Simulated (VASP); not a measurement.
## Ag: single point with PBE

Ag:

```
CELL_PARAMETERS angstrom
-1.58277 1.58277 1.58277
1.58277 -1.58277 1.58277
1.58277 1.58277 -1.58277
ATOMIC_POSITIONS crystal
Ag 0.00000 0.00000 0.00000
```

This cell differs from its parent crystal: volume scaled by 0.88.

```json
{
  "Program": "VASP 6.6.1",
  "Task": "single point",
  "Functional": "PBE",
  "Potentials or basis": "VASP PAW PBE potentials, release 64 (Ag)",
  "Cutoff": "500 eV",
  "k mesh": "15 × 15 × 15",
  "Occupations": "fermi-dirac, width 0.1 eV",
  "Spin": "no spin polarisation"
}
```

| Item | Value |
| --- | --- |
| Pressure | 15.7 GPa |

Levels at points of the mesh, in eV from the Fermi level:
| k point | band 3 | band 4 | band 5 | band 6 | band 7 | band 8 |
| --- | --- | --- | --- | --- | --- | --- |
| (0.00, 0.00, 0.00) | -5.24 | -5.24 | -3.73 | -3.73 | 18.21 | 18.21 |

Run time: 12 s on 1 thread of Intel Xeon 8259CL (shared host), peak memory 0.14 GiB.
